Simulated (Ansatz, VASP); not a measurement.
**Two plane-wave programs on CsH**

File INCAR:

```
SYSTEM = CsH
  ALGO = Normal
  EDIFF = 1E-7
  ENCUT = 520
  ISIF = 2
  ISMEAR = 0
  LASPH = .True.
  LCHARG = .False.
  LREAL = .False.
  LWAVE = .False.
  NBANDS = 12
  NELM = 80
  PREC = Accurate
  SIGMA = 0.05
```

KPOINTS

```
k-points
0
Gamma
  8 8 8
  0 0 0
```

Contents of POSCAR:

```
CsH
1.0
    0.0000000000      3.4430400000      3.4430400000
    3.4430400000      0.0000000000      3.4430400000
    3.4430400000      3.4430400000      0.0000000000
Cs H
1 1
Direct
    0.0000000000      0.0000000000      0.0000000000
    0.5000000000      0.5000000000      0.5000000000
```

Input for Ansatz:

```yaml
crystal:
  lattice:
    - [0.0, 3.44304, 3.44304]
    - [3.44304, 0.0, 3.44304]
    - [3.44304, 3.44304, 0.0]
  atoms:
    - { symbol: Cs, position: [0.0, 0.0, 0.0] }
    - { symbol: H, position: [0.5, 0.5, 0.5] }
basis:
  ecutwfc: 420
kpoints:
  mp_grid: { grid: [8, 8, 8] }
hamiltonian:
  xc: lda
scf:
  occupations: { method: gaussian, width: 0.05 }
output:
  forces: true
  stress: true
  eigenvalues: true
```

Change from the starting cell: strain +0.080 along x and y, +0.080 along z, atoms carried along.

Alike in both runs: task single point; functional LDA; k mesh 8 × 8 × 8; occupations gaussian, width 0.05 eV; no spin polarisation.

|  | VASP | Ansatz |
| --- | --- | --- |
| version | VASP 6.6.1 | Ansatz 0.2.0 |
| potentials or method | VASP PAW LDA potentials, release 64 (Cs_sv, H), cutoff 520 eV | scalar-relativistic, plane waves, PAW |
| valence electrons in the cell | 10 | 10 |

Ansatz gave:

```
gap on the k mesh at the Fermi level (eV) : 2.15
least direct gap on the mesh (eV)         : 2.15
pressure (GPa)                            : -2.2
```

**Question.** What did VASP give for the same quantities?

**Answer.** gap on the k mesh at the Fermi level (eV): 2.14; least direct gap on the mesh (eV): 2.14; pressure (GPa): -2.2.

LDA's correlation is that of Perdew and Zunger in VASP and of Perdew and Wang (1992) in Ansatz.

Spin-orbit coupling is off throughout.
